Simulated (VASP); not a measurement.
MgO2, 3 atoms in the cell. Symmetry: R-3m, No. 166, trigonal system. Conventional cell: a = 3.242 Å, b = 3.242 Å, c = 10.497 Å, α = 90.00°, β = 90.00°, γ = 120.00°. Within 2.8 Å of Mg (site symmetry -3m) lie 6 O at 2.13 Å. O (site symmetry 3m) has 1 O at 1.49 Å within 2.0 Å. 

| Property | Result |
| --- | --- |
| Program | VASP 6.6.1 |
| Task | single point |
| Functional | PBEsol |
| Potentials or basis | VASP PAW PBE potentials, release 64 (Mg_sv, O) |
| Cutoff | 750 eV |
| k mesh | 12 × 12 × 12 |
| Occupations | gaussian, width 0.02 eV |
| Spin | no spin polarisation |
| Dipole correction | no |
| Mended | yes |
| Further INCAR settings | ALGO = Normal; EDIFF = 1e-06; NBANDS = 18 |

Potentials or basis: VASP PAW PBE potentials, release 64 (Mg_sv, O).

Launch:

```console
$ cat potpaw_PBE.64/Mg_sv/POTCAR potpaw_PBE.64/O/POTCAR > POTCAR
$ mpirun -np 1 vasp_std > vasp.out
```

Hardware: 1 thread of Intel(R) Xeon(R) Platinum 8488C (Sapphire Rapids) (shared host).

Question: How long does it take, and how much memory?

Answer: Run time: 110 s on 1 thread of Intel(R) Xeon(R) Platinum 8488C (Sapphire Rapids) (shared host), peak memory 0.3 GiB. Counts: scf iterations 13, k points 189.
